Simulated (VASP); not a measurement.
Crystal: GaAs.

```
CELL_PARAMETERS angstrom
3.26434 0.00000 0.00000
-1.63217 2.82700 0.00000
0.00000 0.00000 4.78370
ATOMIC_POSITIONS crystal
Ga 0.00000 0.00000 0.50000
As 0.00000 0.00000 0.00000
```

The cell was generated, and may not be a known phase.

* Program: VASP 6.6.1
* Task: relaxation of cell and atoms
* Functional: PBE
* Potentials or basis: VASP PAW PBE potentials, release 64 (Ga_d, As)
* Cutoff: 600 eV
* k mesh: 6 × 6 × 4
* Occupations: gaussian, width 0.1 eV
* Spin: no spin polarisation

At the start: pressure 0.4 GPa; volume 22.07 Å³/atom.

Problem. How do energy, volume and symmetry change on relaxing?

Solution. Over 8 steps the energy falls by 312.5 meV/atom and the volume is 19.41 Å³/atom (-12.1 %); space group P6/mmm (No. 191, to 0.1 Å) before and after.

Step by step:
```
step  energy change (eV)  largest force (eV/Å)  pressure (GPa)  volume (Å³)
   1              0.0000                0.0000            0.37        44.15
   2             -0.4786                0.0000           -5.66        43.63
   3             -0.5097                0.0000           -6.34        43.94
   4             -0.5103                0.0000           -6.33        43.97
   5             -0.6089                0.0000           -0.42        39.01
   6             -0.6100                0.0000           -1.09        39.41
   7             -0.6234                0.0000            0.50        38.63
   8             -0.6251                0.0000            0.00        38.82
```

Final structure:
```yaml
crystal:
  lattice:
    - [2.95554, 0.00000, 0.00000]
    - [-1.47777, 2.55957, 0.00000]
    - [0.00000, 0.00000, 5.13176]
  atoms:
    - { symbol: Ga, position: [0.00000, 0.00000, 0.50000] }
    - { symbol: As, position: [0.00000, 0.00000, 0.00000] }
```

Caveat: the k points lie up to 0.41 Å⁻¹ apart in the final cell, too coarse for converged energies and pressures of a metal.
